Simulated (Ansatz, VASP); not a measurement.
One calculation of SnGeI6, two programs

```xyz
8
Lattice="0.0000 5.7988 5.7988 5.7988 0.0000 5.7988 5.7988 5.7988 0.0000" Properties=species:S:1:pos:R:3 pbc="T T T"
Sn    5.7988    5.7988    5.7988
Ge    0.0000    0.0000    0.0000
I     2.8902    5.7988    5.7988
I     8.7074    5.7988    5.7988
I     5.7988    2.8902    5.7988
I     5.7988    8.7074    5.7988
I     5.7988    5.7988    2.8902
I     5.7988    5.7988    8.7074
```

Alike in both runs: task single point; functional r2SCAN; dispersion rVV10; k mesh 4 × 4 × 4; occupations fermi-dirac, width 0.03 eV; no spin polarisation.

|  | VASP | Ansatz |
| --- | --- | --- |
| version | VASP 6.6.1 | Ansatz 0.2.0 |
| potentials or method | VASP PAW PBE potentials, release 64 (Sn_d, Ge_d, I) | plane waves, PAW |
| plane-wave cutoff (eV) | 520 | 500 |
| valence electrons in the cell | 70 | 130 |

Ansatz gave:

| Property | Result |
| --- | --- |
| pressure (GPa) | 0.0 |
| rms of the force components (eV/Å) | 0.000 |

Estimate VASP's values.

pressure (GPa): 0.1; rms of the force components (eV/Å): 0.005.

VASP's potentials were made for PBE, not for r2SCAN. Atom by atom the forces differ by 0.005 eV/Å (rms over components). VASP's potentials hold 70 valence electrons a cell and Ansatz's 130, so a difference there can come from the potentials and not from the codes. Ansatz's warnings: xc potential rough in thin density.

Neither program's run includes spin-orbit coupling.
